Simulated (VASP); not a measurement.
A run of VASP 6.6.1 is set up as follows.

POSCAR

```
PbSe
1.0
    0.0000000000      3.4232041329      3.4232041329
    3.4232041329      0.0000000000      3.4232041329
    3.4232041329      3.4232041329      0.0000000000
Pb Se
1 1
Direct
    0.0000000000      0.0000000000      0.0000000000
    0.2500000000      0.2500000000      0.2500000000
```

The input INCAR.step1:

```
SYSTEM = PbSe
PREC     = Accurate       ! precision mode
ENCUT    = 520            ! plane-wave cutoff, eV
EDIFF    = 1E-5           ! SCF threshold, eV
ISMEAR   = 0              ! smearing method
SIGMA    = 0.01           ! smearing width, eV
LREAL    = .FALSE.        ! projectors in reciprocal space
LASPH    = .TRUE.         ! aspherical terms in the spheres
NELM     = 80             ! most SCF steps
ALGO     = Normal         ! electronic algorithm
ISIF     = 2              ! what is computed and relaxed
LWAVE    = .TRUE.         ! write WAVECAR
LCHARG   = .FALSE.        ! write CHGCAR
NBANDS   = 17             ! bands
GGA      = PE             ! functional
```

File INCAR.step2:

```
SYSTEM = PbSe
PREC     = Accurate       ! precision mode
ENCUT    = 520            ! plane-wave cutoff, eV
EDIFF    = 1E-6           ! SCF threshold, eV
ISMEAR   = 0              ! smearing method
SIGMA    = 0.01           ! smearing width, eV
LREAL    = .FALSE.        ! projectors in reciprocal space
LASPH    = .TRUE.         ! aspherical terms in the spheres
NELM     = 80             ! most SCF steps
ALGO     = Normal         ! electronic algorithm
ISIF     = 2              ! what is computed and relaxed
LWAVE    = .FALSE.        ! write WAVECAR
LCHARG   = .FALSE.        ! write CHGCAR
GGA      = PE             ! functional
LHFCALC  = .TRUE.         ! exact exchange
HFSCREEN = 0.2079         ! screening, 1/A
PRECFOCK = Normal       
NBANDS   = 17             ! bands
ISTART   = 1
```

KPOINTS

```
regular mesh
0
G
  4 4 4
  0 0 0
```

Potentials or basis: VASP PAW PBE potentials, release 64 (Pb_d, Se).

Run with:

```console
$ cat potpaw_PBE.64/Pb_d/POTCAR potpaw_PBE.64/Se/POTCAR > POTCAR
$ cp INCAR.step1 INCAR
$ mpirun -np 1 vasp_std > vasp.out
$ cp INCAR.step2 INCAR
$ mpirun -np 1 vasp_std > vasp.out
```

(1) Predict the band gap on the k mesh.

(2) Predict the pressure.

Answers

(1) 1.07 eV, indirect (least direct gap 1.66 eV).

(2) 0.0 GPa.

Caveat: the PAW data sets were made with another functional, which shifts forces and pressure a little; spin-orbit coupling is left out, which moves the levels of the heavy elements.
